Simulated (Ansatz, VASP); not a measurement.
One calculation of Zn23S24, two programs

```
Zn S
1.0
     3.84407   -6.65812   -6.30464
    -7.68813    0.00000   -6.30464
     3.84407    6.65812   -6.30464
Zn S
23 24
Direct
  0.33315 0.49981 0.16648
  0.99554 0.66761 0.33781
  0.50448 0.16220 0.33428
  0.50095 0.67115 0.82887
  0.16725 0.33316 0.49959
  0.82976 0.99963 0.17160
  0.16649 0.83292 0.00058
  0.83297 0.50494 0.66310
  0.66625 0.33391 0.99983
  0.33827 0.99643 0.66630
  0.99880 0.16547 0.83213
  0.65977 0.50732 0.33448
  0.33416 0.16537 0.00038
  0.99870 0.33372 0.16749
  0.50114 0.82644 0.17398
  0.50061 0.33432 0.66593
  0.16765 0.99926 0.33394
  0.83260 0.66728 0.00099
  0.16705 0.50083 0.83204
  0.82899 0.16413 0.49606
  0.66272 0.99565 0.83080
  0.34065 0.66781 0.49310
  0.99746 0.82939 0.66232
  0.54735 0.71402 0.38068
  0.20812 0.37478 0.04145
  0.87380 0.54194 0.20958
  0.37625 0.04047 0.20860
  0.37527 0.54292 0.70714
  0.04188 0.20843 0.37582
  0.70769 0.87570 0.04268
  0.04176 0.70915 0.87521
  0.70903 0.37601 0.54103
  0.54249 0.20855 0.87509
  0.20934 0.87436 0.54237
  0.87489 0.04156 0.70822
  0.54129 0.37408 0.20918
  0.20891 0.04193 0.87459
  0.87526 0.20793 0.04225
  0.37585 0.70796 0.04075
  0.37563 0.20836 0.54187
  0.04170 0.87521 0.20896
  0.70854 0.54229 0.87503
  0.04126 0.37558 0.70860
  0.70811 0.03880 0.37738
  0.54405 0.87478 0.70547
  0.20741 0.54251 0.37462
  0.87213 0.71072 0.54144
```

Change from the starting cell: Zn vacancy (site b), charge +0, atoms relaxed at the host's cell.

Alike in both runs: functional PBE; k mesh 1 × 1 × 1; occupations gaussian, width 0.01 eV; collinear spin.

Ansatz relaxed the structure, and its values are those at the end. VASP's run is a single point on that final structure, the one shown.

```csv
,VASP,Ansatz
version,VASP 6.6.1,Ansatz 0.2.0
potentials or method,"VASP PAW PBE potentials, release 64 (Zn, S), cutoff 520 eV","scalar-relativistic, plane waves, PAW"
valence electrons in the cell,420,420
```

|  | VASP | Ansatz | Ansatz less VASP |
| --- | --- | --- | --- |
| gap on the k mesh at the Fermi level (eV) | 0.08 | 0.08 | -0.004 |
| least direct gap on the mesh (eV) | 0.08 | 0.08 | -0.004 |
| rms of the force components (eV/Å) | 0.005 | 0.004 | -0.0018 |
| net moment per atom (μB) | 0.04 | 0.04 | 0.000 |
| size of the moment on the site where the two differ most (μB) | 0.15 | 0.14 | -0.002 |

Site moments also hang on the region over which each program counts them. The functional is the same, so the differences come from potentials, cutoffs and numerics.
